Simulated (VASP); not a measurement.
Wanted: the native input for a VASP 6.6.1 run.

```yaml
Task: single point
Functional: PBE
Potentials_or_basis: VASP PAW PBE potentials, release 64 (Nb_sv, P)
Cutoff: 500 eV
k_mesh: 12 × 12 × 12
Occupations: fermi-dirac, width 0.08 eV
Spin: no spin polarisation
Dipole_correction: no
Further_INCAR_settings: ALGO = Normal; EDIFF = 1e-06; NBANDS = 16
```

The structure of NbP (zincblende type) lies in POSCAR:

```
NbP
1.0
    0.0000000000      2.1085753056      2.1085753056
    2.1085753056      0.0000000000      2.1085753056
    2.1085753056      2.1085753056      0.0000000000
Nb P
1 1
Direct
    0.0000000000      0.0000000000      0.0000000000
    0.2500000000      0.2500000000      0.2500000000
```

This cell differs from its parent crystal: volume scaled by 0.43.

These files were run (other wordings do the same):

INCAR

```
SYSTEM = NbP
ALGO = Normal
EDIFF = 1E-6
ENCUT = 500
GGA = PE
GGA_COMPAT = .FALSE.
ISIF = 2
ISMEAR = -1
LASPH = .TRUE.
LCHARG = .FALSE.
LREAL = .FALSE.
LWAVE = .FALSE.
NBANDS = 16
NELM = 120
PREC = Accurate
SIGMA = 0.08
```

KPOINTS

```
k-points
0
G
  12 12 12
  0 0 0
```

Potentials or basis: VASP PAW PBE potentials, release 64 (Nb_sv, P).

Launch:

```console
$ cat potpaw_PBE.64/Nb_sv/POTCAR potpaw_PBE.64/P/POTCAR > POTCAR
$ mpirun -np 1 vasp_std > vasp.out
```

It gave:

```json
{
  "Pressure": "418.2 GPa",
  "Band gap on the k mesh": "zero (band 9 reaches 20.41 eV, above the bottom of band 10 at 17.59 eV)"
}
```

Run time: 29 s on 1 thread of Intel(R) Xeon(R) Platinum 8259CL CPU @ 2.50GHz (Skylake/Cascade Lake) (shared host), peak memory 0.15 GiB.
